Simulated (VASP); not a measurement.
Here is a VASP 6.6.1 calculation.

File INCAR:

```
PREC = Accurate
ENCUT = 520
EDIFF = 1E-7
ISMEAR = -1
SIGMA = 0.01
LREAL = F
LASPH = T
NELM = 100
ALGO = Normal
ISIF = 2
LWAVE = F
LCHARG = T
GGA = PS
IVDW = 12
LELF = T
LVHAR = T
NBANDS = 16
```

The input KPOINTS:

```
regular mesh
0
Gamma
  1 1 1
```

Contents of POSCAR:

```
HgTe
1.0
   -3.0456030000      3.0456030000      1.5594100000
    3.0456030000     -3.0456030000      1.5594100000
    3.0456030000      3.0456030000     -1.5594100000
Hg Te
1 1
Direct
    0.2500000000      0.7500000000      0.5000000000
    0.0000000000      0.0000000000      0.0000000000
```

Potentials or basis: VASP PAW PBE potentials, release 64 (Hg, Te).

Command:

```console
$ cat potpaw_PBE.64/Hg/POTCAR potpaw_PBE.64/Te/POTCAR > POTCAR
$ mpirun -np 1 vasp_gam > vasp.out
```

(1) Estimate the band gap on the k mesh.

(2) Predict the dispersion energy per atom.

(3) Estimate the pressure.

## Answers

(1) 5.13 eV.

(2) -0.406 eV.

(3) -15.7 GPa.

Caveat: the k points lie up to 2.26 Å⁻¹ apart; the PAW data sets were made with another functional, which shifts forces and pressure a little; spin-orbit coupling is left out, which moves the levels of the heavy elements.
